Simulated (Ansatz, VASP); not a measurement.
**Two plane-wave programs on GaN**

POSCAR

```
GaN
1.0
   -0.0841429794      2.2547676633      2.2547676633
    2.2547676633     -0.0841429794      2.2547676633
    2.2547676633      2.2547676633     -0.0841429794
Ga N
1 1
Direct
   -0.0022964890     -0.0022964890     -0.0022964890
    0.2522964890      0.2522964890      0.2522964890
```

The input INCAR.step1:

```
PREC = Accurate ; ENCUT = 520
ISMEAR = 0 ; SIGMA = 0.01
LREAL = F ; LASPH = T
NELM = 60 ; NBANDS = 16
GGA = PE ; ALGO = Normal
EDIFF = 1E-4 ; LWAVE = T
LCHARG = F
```

File INCAR.step2:

```
PREC = Accurate ; ENCUT = 520
EDIFF = 1E-7 ; ISMEAR = 0
SIGMA = 0.01 ; LREAL = F
LASPH = T ; NELM = 60
ALGO = Normal ; ISIF = 2
LWAVE = F ; LCHARG = F
METAGGA = R2SCAN ; LMIXTAU = T
NBANDS = 16 ; ISTART = 1
```

The input KPOINTS:

```
regular mesh
0
Gamma
  10 10 10
```

Input for Ansatz:

```yaml
crystal:
  lattice:
    - [-0.0841429794, 2.2547676633, 2.2547676633]
    - [2.2547676633, -0.0841429794, 2.2547676633]
    - [2.2547676633, 2.2547676633, -0.0841429794]
  atoms:
    - { symbol: Ga, position: [-0.002296489, -0.002296489, -0.002296489] }
    - { symbol: "N", position: [0.252296489, 0.252296489, 0.252296489] }
kpoints:
  mp_grid: { grid: [10, 10, 10] }
  band_path:
    path:
      - [0.0, 0.0, 0.0]
      - [-0.5, -0.5, 0.0]
      - [-0.375, -0.375, 0.25]
      - [-0.375, 0.0, 0.375]
      - [0.0, 0.0, 0.5]
      - [-0.5, -0.25, 0.25]
    npoints: 1
hamiltonian:
  xc: r2scan
scf:
  occupations: { method: fixed }
  n_extra_bands: 4
output:
  forces: true
  stress: true
  eigenvalues: true
  write_density: true
  write_potential: true
  elf: true
  volumetric_format: npy
```

Change from the starting cell: epitaxial_111 strain +4.0%.

Alike in both runs: task single point; functional r2SCAN; k mesh 10 × 10 × 10; no spin polarisation.

|  | VASP | Ansatz |
| --- | --- | --- |
| version | VASP 6.6.1 | Ansatz 0.2.0 |
| potentials or method | VASP PAW PBE potentials, release 64 (Ga_d, N) | plane waves, PAW |
| plane-wave cutoff (eV) | 520 | 500 |
| occupations | gaussian, width 0.01 eV | fixed |
| valence electrons in the cell | 18 | 18 |

```csv
,VASP,Ansatz,Ansatz less VASP
gap on the k mesh at the Fermi level (eV),1.49,1.49,+0.007
pressure (GPa),-9.6,-10.5,-0.89
"traceless stress, the component that is largest in VASP (GPa)",5.32,5.25,-0.061
rms of the force components (eV/Å),0.011,0.000,-0.0108
```

VASP's potentials were made for PBE, not for r2SCAN. Atom by atom the forces differ by 0.011 eV/Å (rms over components).
